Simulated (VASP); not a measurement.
Runs of VASP 6.6.1 on InP. The structure is that of space group F-43m (No. 216), or close to it. The cells are those of the table. 

```csv
cell,gap on the mesh (eV),pressure (GPa)
"a = 4.124, b = 4.144 Å, angles 59.8, 60.3, 59.8°, 2 atoms",1.19,2.3
"a = 4.103, b = 4.144 Å, angles 59.7, 60.7, 59.7°, 2 atoms",1.22,(c)
"a = 4.186, b = 4.144 Å, angles 60.3, 59.3, 60.3°, 2 atoms",1.02,(a)
"a = 4.207, b = 4.144 Å, angles 60.5, 59.0, 60.5°, 2 atoms",0.94,(b)
"a = 4.165, b = 4.144 Å, angles 60.2, 59.7, 60.2°, 2 atoms",1.09,0.8
"a = 4.228, b = 4.144 Å, angles 60.7, 58.7, 60.7°, 2 atoms",0.86,-1.2
"a = 4.218, b = 4.144 Å, angles 60.6, 58.9, 60.6°, 2 atoms",0.90,-0.9
"a = 4.083, b = 4.144 Å, angles 59.5, 61.0, 59.5°, 2 atoms",1.25,4.0
```

Alike in all rows: task single point; level r2SCAN; potentials or basis VASP PAW PBE potentials, release 64 (In_d, P); no spin polarisation; k mesh 8 × 8 × 8; cutoff (eV) 520; smearing gaussian 0.05 eV.

Estimate the missing entries.

(a) 0.1; (b) -0.5; (c) 3.2.

Caveats: the PAW data sets were made with another functional, which shifts forces and pressure a little; spin-orbit coupling is left out, which moves the levels of the heavy elements; the cell stands under pressure (at least some runs).

A k mesh can miss the band edges, and the runs leave out spin-orbit coupling on In.
